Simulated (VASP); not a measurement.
Crystal: H2Se.

```xyz
3
Lattice="2.6622 0.0000 0.0000 -1.3311 2.3055 0.0000 0.0000 0.0000 6.2391" Properties=species:S:1:pos:R:3 pbc="T T T"
H     0.0000    1.5370    3.1196
H     1.3311    0.7685    3.1196
Se    0.0000    0.0000    0.0000
```

* Program: VASP 6.6.1
* Task: relaxation of cell and atoms
* Functional: PBE
* Potentials or basis: VASP PAW PBE potentials, release 64 (H, Se)
* Cutoff: 600 eV
* k mesh: 18 × 18 × 8
* Occupations: gaussian, width 0.1 eV
* Spin: no spin polarisation

At the start: pressure -0.9 GPa; volume 12.76 Å³/atom.

**Question.** How do energy, volume and symmetry change on relaxing?

**Answer.** Over 10 steps the energy falls by 5.2 meV/atom and the volume is 14.07 Å³/atom (+10.2 %); space group P6/mmm (No. 191, to 0.1 Å) before and after.

Step by step:
```tsv
step	energy change (eV)	largest force (eV/Å)	pressure (GPa)	volume (Å³)
1	0.0000	0.0000	-0.94	38.29
2	-0.0048	0.0000	0.21	37.88
3	-0.0050	0.0000	0.48	37.78
4	-0.0059	0.0000	0.45	37.95
5	-0.0084	0.0000	0.36	38.46
6	-0.0120	0.0000	0.18	39.48
7	-0.0152	0.0000	-0.09	41.54
8	-0.0155	0.0000	-0.17	42.25
9	-0.0137	0.0000	0.85	42.00
10	-0.0156	0.0000	0.03	42.20
```

Final structure:
```yaml
crystal:
  lattice:
    - [2.64143, 0.00000, 0.00000]
    - [-1.32072, 2.28755, 0.00000]
    - [0.00000, 0.00000, 6.98471]
  atoms:
    - { symbol: H, position: [0.33333, 0.66667, 0.50000] }
    - { symbol: H, position: [0.66667, 0.33333, 0.50000] }
    - { symbol: Se, position: [0.00000, 0.00000, 0.00000] }
```

Caveat: this functional lacks dispersion, which binds the layers, so the pressure and a relaxed spacing across them are unreliable.
